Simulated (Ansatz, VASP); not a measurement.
**Ga: VASP beside Ansatz**

The input INCAR:

```
  ALGO = Normal
  EDIFF = 1E-6
  ENCUT = 520
  GGA = PS
  ISIF = 2
  ISMEAR = -1
  LASPH = True
  LCHARG = False
  LREAL = False
  LWAVE = False
  NBANDS = 26
  NELM = 80
  PREC = Accurate
  SIGMA = 0.1
```

Contents of KPOINTS:

```
k-points
0
Gamma
  9 9 12
```

Contents of POSCAR:

```
Ga
1.0
    4.4814783579      0.0000000000      0.0000000000
   -2.2407391790      3.8810741044      0.0000000000
    0.0000000000      0.0000000000      2.8659883720
Ga
3
Direct
    1.0000000000      1.0000000000      0.0000000000
    0.3333333333      0.6666666667      0.5000000000
    0.6666666667      0.3333333333      0.5000000000
```

Input for Ansatz:

```yaml
crystal:
  lattice:
    - [4.4814783579, 0.0, 0.0]
    - [-2.240739179, 3.8810741044, 0.0]
    - [0.0, 0.0, 2.865988372]
  atoms:
    - { symbol: Ga, position: [1.0, 1.0, 0.0] }
    - { symbol: Ga, position: [0.3333333333, 0.6666666667, 0.5] }
    - { symbol: Ga, position: [0.6666666667, 0.3333333333, 0.5] }
hamiltonian:
  xc: pbesol
  pseudopotentials:
    kind: paw
    azcp:
      Ga: "pseudopotentials/Ga.paw.azcp"
basis:
  ecutwfc: 420
  fft_grid_basis: typed
kpoints:
  mp_grid: { grid: [9, 9, 12], shift: [0, 0, 0] }
magnetization:
  spin_polarized: false
scf:
  occupations: { method: fermi_dirac, width: 0.1 }
  lower_state_search: "off"
output:
  stress: true
```

Alike in both runs: task single point; functional PBEsol; k mesh 9 × 9 × 12; occupations fermi-dirac, width 0.1 eV; no spin polarisation.

```csv
,VASP,Ansatz
version,VASP 6.6.1,Ansatz 0.2.0
potentials or method,"VASP PAW PBE potentials, release 64 (Ga_d), cutoff 520 eV","plane waves (420 eV) with PAW, scalar-relativistic"
valence electrons in the cell,39,39
```

VASP gave:

| Item | Value |
| --- | --- |
| pressure (GPa) | 6.2 |
| traceless stress, the component that is largest in VASP (GPa) | -1.06 |

**Question.** Which values does Ansatz return?

**Answer.** Pressure (GPa): 6.0; traceless stress, the component that is largest in VASP (GPa): -1.07.

VASP's potentials were made for PBE, not for PBEsol, and Ansatz warns of the same on its side.
